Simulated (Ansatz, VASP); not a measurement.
## One calculation of MgS, two programs

```
Mg S
1.0
     0.00000    2.82577    2.82577
     2.82577    0.00000    2.82577
     2.82577    2.82577    0.00000
Mg S
1 1
Direct
  0.00000 0.00000 0.00000
  0.25000 0.25000 0.25000
```

Alike in both runs: task single point; functional PBEsol; k mesh 8 × 8 × 8; occupations gaussian, width 0.02 eV; no spin polarisation.

|  | VASP | Ansatz |
| --- | --- | --- |
| version | VASP 6.6.1 | Ansatz 0.2.0 |
| potentials or method | VASP PAW PBE potentials, release 64 (Mg, S), cutoff 600 eV | scalar-relativistic, plane waves, PAW |
| valence electrons in the cell | 8 | 16 |

Ansatz gave:

- gap on the k mesh at the Fermi level (eV): 3.32
- least direct gap on the mesh (eV): 3.32
- pressure (GPa): 0.0

Q: Estimate VASP's values.

A: gap on the k mesh at the Fermi level (eV): 3.32; least direct gap on the mesh (eV): 3.32; pressure (GPa): -0.1.

VASP's potentials were made for PBE, not for PBEsol, and Ansatz warns of the same on its side. VASP's potentials hold 8 valence electrons a cell and Ansatz's 16, so a difference there can come from the potentials and not from the codes.
